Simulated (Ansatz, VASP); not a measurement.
## Two plane-wave programs on WC

```xyz
2
Lattice="0.0000 2.2462 2.2462 2.2462 0.0000 2.2462 2.2462 2.2462 0.0000" Properties=species:S:1:pos:R:3 pbc="T T T"
W     0.0000    0.0000    0.0000
C     2.2462    2.2462    2.2462
```

Alike in both runs: task single point; functional r2SCAN; k mesh 11 × 11 × 11; occupations fermi-dirac, width 0.1 eV; no spin polarisation.

|  | VASP | Ansatz |
| --- | --- | --- |
| version | VASP 6.6.1 | Ansatz 0.2.0 |
| potentials or method | VASP PAW PBE potentials, release 64 (W_sv, C), cutoff 520 eV | plane waves, PAW |
| valence electrons in the cell | 18 | 18 |

Ansatz gave:

| Quantity | Value |
| --- | --- |
| pressure (GPa) | -27.1 |

Estimate VASP's values.

pressure (GPa): -25.9.

VASP's potentials were made for PBE, not for r2SCAN. With one functional, cell and mesh, what is left measures potentials, basis and numerics.

Spin-orbit coupling is off throughout.
